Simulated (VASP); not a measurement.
MnO:

```xyz
4
Lattice="0.0000 2.2200 -2.2200 0.0000 2.2200 2.2200 4.4401 0.0000 0.0000" Properties=species:S:1:pos:R:3 pbc="T T T"
Mn    0.0000    0.0000    0.0000
Mn    2.2200    2.2200    0.0000
O     2.2200    2.2200    2.2200
O     4.4401    4.4401    2.2200
```

Base run:

```yaml
Program: VASP 6.6.1
Functional: PBE
Potentials_or_basis: VASP PAW PBE potentials, release 64 (Mn_pv, O)
Cutoff: 600 eV
k_mesh: 8 × 8 × 6
Occupations: gaussian, width 0.05 eV
Spin: collinear spin, ferromagnetic start
Starting_moments: "[5.0, 5.0, 0.0, 0.0] μB"
```

Its results: pressure 0.4 GPa; net moment 9.54 μB per cell; site moments Mn +4.33; O +0.20 μB.

**Question.** The run is repeated on the same cell with these changes: spin from collinear spin, ferromagnetic start to collinear spin, antiferromagnetic start; moments at the start from [5.0, 5.0, 0.0, 0.0] to [5.0, -5.0, 0.0, 0.0]. What comes out?

**Answer.** Pressure 1.0 GPa; net moment 0.00 μB per cell; site moments Mn +4.39, -4.39; O -0.08, +0.08 μB.

Caveats: the run started ferromagnetic, and an antiferromagnetic order may lie lower in energy (at least some runs).
